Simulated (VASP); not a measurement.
# Cu (Fm-3m) in VASP: further runs

Runs on Cu. Level: PBE. Tasks: single point.

All numbers are computed with VASP 6.6.1; they aren't measurements. Logs are shortened: lines on timing, memory, paths and dates and some standing lists are left out, and cuts for length are marked.

## (1) The cell of the first run

The structure is cubic, space group Fm-3m (No. 225). The conventional cell has a = 3.570 Å, b = 3.570 Å, c = 3.570 Å, α = 90.00°, β = 90.00°, γ = 90.00°. Within 3.3 Å of Cu (site symmetry m-3m) lie 12 Cu at 2.52 Å.

## (2) Single point, PBE

INCAR reads:

```
SYSTEM = Cu
  ALGO = Normal
  EDIFF = 1E-6
  ENCUT = 600
  GGA = PE
  GGA_COMPAT = .False.
  ISIF = 2
  ISMEAR = 0
  LASPH = .True.
  LCHARG = .False.
  LREAL = .False.
  LWAVE = .False.
  NBANDS = 12
  NELM = 120
  PREC = Accurate
  SIGMA = 0.1
```

KPOINTS reads:

```
k-points
0
Gamma
  8 8 8
  0 0 0
```

POSCAR reads:

```
Cu
1.0
    0.0000000000      1.7850000000      1.7850000000
    1.7850000000      0.0000000000      1.7850000000
    1.7850000000      1.7850000000      0.0000000000
Cu
1
Direct
    0.0000000000      0.0000000000      0.0000000000
```

Potentials or basis: VASP PAW PBE potentials, release 64 (Cu).

On the command line:

```sh
> cat potpaw_PBE.64/Cu/POTCAR > POTCAR
> mpirun -np 1 vasp_std > vasp.out
```

OUTCAR:

```text
SYSTEM = Cu
   EDIFF = 1E-6
   ENCUT = 600
   GGA = PE
   ISIF = 2
   ISMEAR = 0
   LASPH = .True.
   LREAL = .False.
   NELM = 120
   PREC = Accurate

 ion  position               nearest neighbor table
   1  0.000  0.000  0.000-

  LATTYP: Found a face centered cubic cell.
 ALAT       =     3.5700000000

  Lattice vectors:

 A1 = (   0.0000000000,   1.7850000000,   1.7850000000)
 A2 = (   1.7850000000,   0.0000000000,   1.7850000000)
 A3 = (   1.7850000000,   1.7850000000,   0.0000000000)

Analysis of symmetry for initial positions (statically):
=====================================================================
 Subroutine PRICEL returns:
 Original cell was already a primitive cell.

 Routine SETGRP: Setting up the symmetry group for a
 face centered cubic supercell.

 Subroutine GETGRP returns: Found 48 space group operations
 (whereof 48 operations were pure point group operations)
 out of a pool of 48 trial point group operations.

The static configuration has the point symmetry O_h .

Analysis of symmetry for dynamics (positions and initial velocities):
=====================================================================
 Subroutine PRICEL returns:
 Original cell was already a primitive cell.

 Routine SETGRP: Setting up the symmetry group for a
 face centered cubic supercell.

 Subroutine GETGRP returns: Found 48 space group operations
 (whereof 48 operations were pure point group operations)
 out of a pool of 48 trial point group operations.

The dynamic configuration has the point symmetry O_h .

 Subroutine INISYM returns: Found 48 space group operations
 (whereof 48 operations are pure point group operations),
 and found     1 'primitive' translations

----------------------------------------------------------------------------------------

                                     Primitive cell

  volume of cell :      11.3748

  direct lattice vectors                    reciprocal lattice vectors
     0.000000000  1.785000000  1.785000000    -0.280112045  0.280112045  0.280112045
     1.785000000  0.000000000  1.785000000     0.280112045 -0.280112045  0.280112045
     1.785000000  1.785000000  0.000000000     0.280112045  0.280112045 -0.280112045

  length of vectors
     2.524371209  2.524371209  2.524371209     0.485168293  0.485168293  0.485168293

  position of ions in fractional coordinates (direct lattice)
     0.000000000  0.000000000  0.000000000
[... 76 lines left out ...]
   EDIFF  = 0.1E-05   stopping-criterion for ELM
   LREAL  =      F    real-space projection
   EDIFFG = 0.1E-04   stopping-criterion for IOM
   NSW    =      0    number of steps for IOM
   IBRION =     -1    ionic relax: 0-MD 1-quasi-New 2-CG
   NFREE  =      0    steps in history (QN), initial steepest desc. (CG)
   ISIF   =      2    stress and relaxation
   ISYM   =      2    0-nonsym 1-usesym 2-fastsym
   POTIM  = 0.5000    time-step for ionic-motion
   TEBEG  =    0.0;   TEEND  =   0.0 temperature during run
   PSTRESS=    0.0 pullay stress
   NELECT =      11.0000    total number of electrons
   NUPDOWN=      -1.0000    fix difference up-down
   EMIN   =  10.00;   EMAX   =-10.00  energy-range for DOS
   EFERMI =   0.00;   METHOD = LEGACY
   ISMEAR =     0;   SIGMA  =   0.10  broadening in eV -4-tet -1-fermi 0-gaus
   EFERMI_NEDOS =   21; number of points for ismear=-14 and -15
   IALGO  =     38    algorithm
   IMIX   =      4    mixing-type and parameters
     AMIX     =   0.40;   BMIX     =  1.00
     AMIX_MAG =   1.60;   BMIX_MAG =  1.00
  volume/ion in A,a.u.               =      11.37        76.76
  Fermi-wavevector in a.u.,A,eV,Ry     =   1.618915  3.059307 35.659337  2.620887
  Thomas-Fermi vector in A             =   2.713101
   LORBIT       =      0    0 simple, 1 ext, 2 COOP (PROOUT), +10 PAW based schemes
   GGA     = PE    functional components
   LHFCALC =     F    Hartree Fock is set to
   AEXX    =    0.0000 exact exchange contribution
   IVDW    =     0    specifies the selected vdW correction
   LEPSILON=     F    determine dielectric tensor
   LRPA    =     F    only Hartree local field effects (RPA)
 non-spin polarized calculation
 Gauss-broadening in eV      SIGMA  =   0.10
  energy-cutoff  :      600.00
  volume of cell :       11.37
 maximum number of plane-waves:       392
   NGX =  9   NGY =  9   NGZ =  9

 number of electron      11.0000013 magnetization

 Free energy of the ion-electron system (eV)
  ---------------------------------------------------
  ext. energy  EPLUGINS =         0.00000000
  ---------------------------------------------------
  free energy    TOTEN  =        -3.67930653 eV

  energy without entropy =       -3.67604858  energy(sigma->0) =       -3.67767756

 E-fermi :   8.0088     XC(G=0): -12.9442

 val. band max:        7.9355180894   @ k =   0.5000   0.2500   0.1250
 cond. band min:       8.1765679323   @ k =   0.5000   0.1250   0.0000
 fundamental gap:      0.2410498429
 Fermi energy:         8.0087720728

 k-point     1 :       0.0000    0.0000    0.0000
  band No.  band energies     occupation
      1      -1.5797      2.00000
      2       4.9283      2.00000
      3       4.9283      2.00000
      4       4.9283      2.00000
      5       5.8007      2.00000
      6       5.8007      2.00000
      7      30.9554      0.00000
      8      33.8952      0.00000
      9      33.8952      0.00000
     10      33.8952      0.00000
     11      36.4262      0.00000
     12      36.4262      0.00000
[... 331 lines left out ...]
 k-point    24 :      -0.3750    0.2500    0.1250
  band No.  band energies     occupation
      1       3.5720      2.00000
      2       4.2904      2.00000
      3       4.8490      2.00000
      4       5.3979      2.00000
      5       6.3439      2.00000
      6      10.2038      0.00000
      7      12.5083      0.00000
      8      22.5445      0.00000
      9      23.0625      0.00000
     10      32.1598      0.00000
     11      35.9732      0.00000
     12      43.5121      0.00000

 [... further k-points ...]
[... 5 lines left out ...]
  --------------------------------------------------------------------------------------
  -------------------------------------------------------------------------------------
  Total        0.6733367      0.6733367      0.6733367     -0.0000000     -0.0000000      0.0000000
  in kB       94.8414587     94.8414587     94.8414587     -0.0000000     -0.0000000      0.0000000
  external PRESSURE =      94.8414587 kB  Pullay stress =       0.0000000 kB

 VOLUME and BASIS-vectors are now :
 -----------------------------------------------------------------------------
  energy-cutoff  :      600.00
  volume of cell :       11.37
      direct lattice vectors                 reciprocal lattice vectors
     0.000000000  1.785000000  1.785000000    -0.280112045  0.280112045  0.280112045
     1.785000000  0.000000000  1.785000000     0.280112045 -0.280112045  0.280112045
     1.785000000  1.785000000  0.000000000     0.280112045  0.280112045 -0.280112045

 POSITION                                       TOTAL-FORCE (eV/Angst)
 -----------------------------------------------------------------------------------
      0.00000      0.00000      0.00000         0.000000      0.000000     -0.000000
 -----------------------------------------------------------------------------------
    total drift:                               -0.000000     -0.000000     -0.000000

  FREE ENERGIE OF THE ION-ELECTRON SYSTEM (eV)
  ---------------------------------------------------
  free  energy   TOTEN  =        -3.6793065292 eV

  energy  without entropy=       -3.6760485843  energy(sigma->0) =       -3.67767756
```

OSZICAR:

```text
N       E                     dE             d eps       ncg     rms          rms(c)
DAV:   1     0.481421612322E+02    0.48142E+02   -0.57840E+03   732   0.172E+03
DAV:   2    -0.304709459759E+01   -0.51189E+02   -0.46671E+02   720   0.219E+02
DAV:   3    -0.458954842696E+01   -0.15425E+01   -0.15356E+01   824   0.444E+01
DAV:   4    -0.459921774607E+01   -0.96693E-02   -0.96683E-02   812   0.311E+00
DAV:   5    -0.459930116437E+01   -0.83418E-04   -0.83418E-04   852   0.294E-01    0.778E+00
DAV:   6    -0.404761940409E+01    0.55168E+00   -0.14013E+01   832   0.728E+01    0.378E+00
DAV:   7    -0.369272713714E+01    0.35489E+00   -0.22083E+00   840   0.286E+01    0.588E-01
DAV:   8    -0.368113911121E+01    0.11588E-01   -0.44560E-03   808   0.111E+00    0.325E-01
DAV:   9    -0.367930868648E+01    0.18304E-02   -0.11179E-02   844   0.186E+00    0.339E-02
DAV:  10    -0.367930747869E+01    0.12078E-05   -0.52797E-05  1036   0.127E-01    0.793E-03
DAV:  11    -0.367930647031E+01    0.10084E-05   -0.81248E-07   596   0.176E-02    0.207E-04
DAV:  12    -0.367930652920E+01   -0.58889E-07   -0.88584E-08   440   0.338E-03
   1 F= -.36793065E+01 E0= -.36776776E+01  d E =-.325794E-02
```

stdout:

```text
POSCAR found type information on POSCAR Cu
 POSCAR found :  1 types and       1 ions
 scaLAPACK will be used
 LDA part: xc-table for (Slater+PW92), standard interpolation
 POSCAR, INCAR and KPOINTS ok, starting setup
 FFT: planning ... GRIDC
 FFT: planning ... GRID_SOFT
 FFT: planning ... GRID
 WAVECAR not read
 entering main loop
```

Run time: 3 s. Hardware: 1 thread of AMD EPYC 9R45 (Zen 5), shared host; peak memory 0.09 GiB.

Results:

| Quantity | Value |
| --- | --- |
| Free energy | -3.6793 eV |
| Pressure | 9.5 GPa |

Caveat: the k points lie up to 0.38 Å⁻¹ apart.

## (3) Single point, PBE

This run uses another cell than the first one, of 11.93 Å³/atom, 1.049 times its volume.

INCAR reads:

```
  PREC = Accurate
  ENCUT = 600
  EDIFF = 1E-6
  ISMEAR = 0
  SIGMA = 0.1
  LREAL = False
  LASPH = True
  NELM = 120
  ALGO = Normal
  ISIF = 2
  LWAVE = False
  LCHARG = False
  GGA = PE
  NBANDS = 12
  GGA_COMPAT = False
```

KPOINTS reads:

```
regular mesh
0
Gamma
  10 10 10
```

POSCAR reads:

```
Cu
1.0
    0.0000000000      1.8135739171      1.8135739171
    1.8135739171      0.0000000000      1.8135739171
    1.8135739171      1.8135739171      0.0000000000
Cu
1
Direct
    0.0000000000      0.0000000000      0.0000000000
```

Potentials or basis: VASP PAW PBE potentials, release 64 (Cu).

On the command line:

```sh
> cat potpaw_PBE.64/Cu/POTCAR > POTCAR
> mpirun -np 1 vasp_std > vasp.out
```

OUTCAR:

```text
PREC = Accurate
   ENCUT = 600
   EDIFF = 1E-6
   ISMEAR = 0
   LREAL = False
   LASPH = True
   NELM = 120
   ISIF = 2
   GGA = PE

 ion  position               nearest neighbor table
   1  0.000  0.000  0.000-

  LATTYP: Found a face centered cubic cell.
 ALAT       =     3.6271478342

  Lattice vectors:

 A1 = (   0.0000000000,   1.8135739171,   1.8135739171)
 A2 = (   1.8135739171,   0.0000000000,   1.8135739171)
 A3 = (   1.8135739171,   1.8135739171,   0.0000000000)

Analysis of symmetry for initial positions (statically):
[... 530 lines left out ...]
      6       6.4127      2.00000
      7      19.5151      0.00000
      8      20.3227      0.00000
      9      22.3057      0.00000
     10      26.3688      0.00000
     11      30.0022      0.00000
     12      44.8572      0.00000

 [... further k-points ...]
[... 5 lines left out ...]
  --------------------------------------------------------------------------------------
  -------------------------------------------------------------------------------------
  Total        0.0862450      0.0862450      0.0862450     -0.0000000      0.0000000      0.0000000
  in kB       11.5826678     11.5826678     11.5826678     -0.0000000      0.0000000      0.0000000
  external PRESSURE =      11.5826678 kB  Pullay stress =       0.0000000 kB

 VOLUME and BASIS-vectors are now :
 -----------------------------------------------------------------------------
  energy-cutoff  :      600.00
  volume of cell :       11.93
      direct lattice vectors                 reciprocal lattice vectors
     0.000000000  1.813573917  1.813573917    -0.275698716  0.275698716  0.275698716
     1.813573917  0.000000000  1.813573917     0.275698716 -0.275698716  0.275698716
     1.813573917  1.813573917  0.000000000     0.275698716  0.275698716 -0.275698716

 POSITION                                       TOTAL-FORCE (eV/Angst)
 -----------------------------------------------------------------------------------
      0.00000      0.00000      0.00000        -0.000000     -0.000000      0.000000
 -----------------------------------------------------------------------------------
    total drift:                               -0.000000     -0.000000     -0.000000

  FREE ENERGIE OF THE ION-ELECTRON SYSTEM (eV)
  ---------------------------------------------------
  free  energy   TOTEN  =        -3.7146413774 eV

  energy  without entropy=       -3.7118875277  energy(sigma->0) =       -3.71326445
```

Wall time 4 s (1 thread of AMD EPYC 9R45 (Zen 5), shared host); peak memory 0.09 GiB.

What came out:

```yaml
Free_energy: -3.7146 eV
Pressure: 1.2 GPa
```

## (4) Single point, PBE

This run uses another cell than the first one, of 11.95 Å³/atom, 1.050 times its volume.

INCAR is that of step 3.

KPOINTS reads:

```
Automatic mesh
0
Gamma
  20 20 20
```

POSCAR reads:

```
Cu
1.0
    0.0000000000      1.8144668059      1.8144668059
    1.8144668059      0.0000000000      1.8144668059
    1.8144668059      1.8144668059      0.0000000000
Cu
1
Direct
    0.0000000000      0.0000000000      0.0000000000
```

On the command line:

```sh
> cat potpaw_PBE.64/Cu/POTCAR > POTCAR
> mpirun -np 1 vasp_std > vasp.out
```

Run time: 24 s. Hardware: 1 thread of AMD EPYC 9R45 (Zen 5), shared host; peak memory 0.14 GiB.

It converged, with:

* Free energy: -3.7294 eV
* Pressure: 0.7 GPa

Levels at points of the mesh, in eV from the Fermi level:
```tsv
k point	band 3	band 4	band 5	band 6	band 7	band 8	band 9	band 10
(0.00, 0.00, 0.00)	-2.96	-2.96	-2.16	-2.16	22.53	25.08	25.08	25.08
(0.50, 0.00, 0.00)	-3.00	-1.60	-1.60	-0.94	3.73	21.03	21.92	21.92
(0.50, 0.50, 0.00)	-1.62	-1.46	-1.46	1.53	7.06	13.02	13.02	17.48
```

## (5) Summary

```csv
cell,k mesh,gap on the mesh (eV),pressure (GPa)
"a = 2.524 Å, angles 60.0°, 1 atom",8 × 8 × 8,none,9.5
"a = 2.565 Å, angles 60.0°, 1 atom",10 × 10 × 10,none,1.2
"a = 2.566 Å, angles 60.0°, 1 atom",20 × 20 × 20,none,0.7
```

Alike in all rows: task single point; level PBE; potentials or basis VASP PAW PBE potentials, release 64 (Cu); no spin polarisation; cutoff (eV) 600; smearing gaussian 0.1 eV.

Caveats: some runs use coarse meshes.

Absolute energies hang on the potentials; compare differences alone.
